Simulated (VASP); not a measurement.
Write the native input for VASP 6.6.1 that does the following.

```yaml
Task: single point
Functional: PBE
Dispersion: D3(BJ)
Potentials_or_basis: VASP PAW PBE potentials, release 64 (Te)
Cutoff: 520 eV
k_mesh: 7 × 7 × 5
Occupations: fermi-dirac, width 0.05 eV
Spin: no spin polarisation
Dipole_correction: no
Further_INCAR_settings: ALGO = Normal; EDIFF = 1e-06; NBANDS = 16
```

The structure of Te lies in POSCAR:

```
Te
1.0
    4.4540000000      0.0000000000      0.0000000000
   -2.2270000000      3.8572771485      0.0000000000
    0.0000000000      0.0000000000      5.9240000000
Te
3
Direct
    0.7310000000      0.7310000000      0.0000000000
    0.0000000000      0.2690000000      0.6666666667
    0.2690000000      0.0000000000      0.3333333333
```

The input as run:

INCAR

```
SYSTEM = Te
  PREC = Accurate
  ENCUT = 520
  EDIFF = 1E-6
  ISMEAR = -1
  SIGMA = 0.05
  LREAL = .FALSE.
  LASPH = .TRUE.
  NELM = 60
  ALGO = Normal
  ISIF = 2
  LWAVE = .FALSE.
  LCHARG = .FALSE.
  GGA = PE
  IVDW = 12
  NBANDS = 16
```

KPOINTS

```
regular mesh
0
G
  7 7 5
  0 0 0
```

Potentials or basis: VASP PAW PBE potentials, release 64 (Te).

Command:

```console
$ cat potpaw_PBE.64/Te/POTCAR > POTCAR
$ mpirun -np 1 vasp_std > vasp.out
```

It gave:

| Quantity | Value |
| --- | --- |
| Pressure | -0.7 GPa |
| Largest force | 0.164 eV/Å |
| Band gap on the k mesh | 0.63 eV (least direct gap 0.78 eV) |
| Dispersion energy per atom | -0.430 eV |

Caveat: three body term missing; semilocal functionals underestimate gaps, and a narrow one can read as zero; spin-orbit coupling is left out, which moves the levels of the heavy elements.

Wall time 85 s on 1 thread of Intel Xeon 8259CL, on a shared host, peak memory 0.25 GiB.
